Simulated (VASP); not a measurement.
Wanted: the native input for a VASP 6.6.1 run.

```yaml
Task: single point
Functional: LDA
Potentials_or_basis: VASP PAW LDA potentials, release 64 (As)
Cutoff: 500 eV
k_mesh: 17 × 17 × 17
Occupations: fermi-dirac, width 0.1 eV
Spin: no spin polarisation
Dipole_correction: no
Further_INCAR_settings: ALGO = Normal; EDIFF = 1e-06; NBANDS = 8
```

The structure of As lies in POSCAR:

```
As
1.0
    0.0000000000      2.0856342800      2.0856342800
    2.0856342800      0.0000000000      2.0856342800
    2.0856342800      2.0856342800      0.0000000000
As
1
Direct
    0.0000000000      0.0000000000      0.0000000000
```

One way to write it, as run:

INCAR

```
SYSTEM = As
PREC = Accurate
ENCUT = 500
EDIFF = 1E-6
ISMEAR = -1
SIGMA = 0.1
LREAL = .FALSE.
LASPH = .TRUE.
NELM = 120
ALGO = Normal
ISIF = 2
LWAVE = .FALSE.
LCHARG = .FALSE.
GGA = CA
NBANDS = 8
GGA_COMPAT = .FALSE.
```

KPOINTS

```
regular mesh
0
G
  17 17 17
  0 0 0
```

Potentials or basis: VASP PAW LDA potentials, release 64 (As).

Command:

```sh
$ cat potpaw_LDA.64/As/POTCAR > POTCAR
$ mpirun -np 1 vasp_std > vasp.out
```

Results of the run:

* Pressure: 0.3 GPa

Wall time 9.6 s on 1 thread of Intel Xeon 6975P-C, with other jobs on the host, peak memory 0.14 GiB.
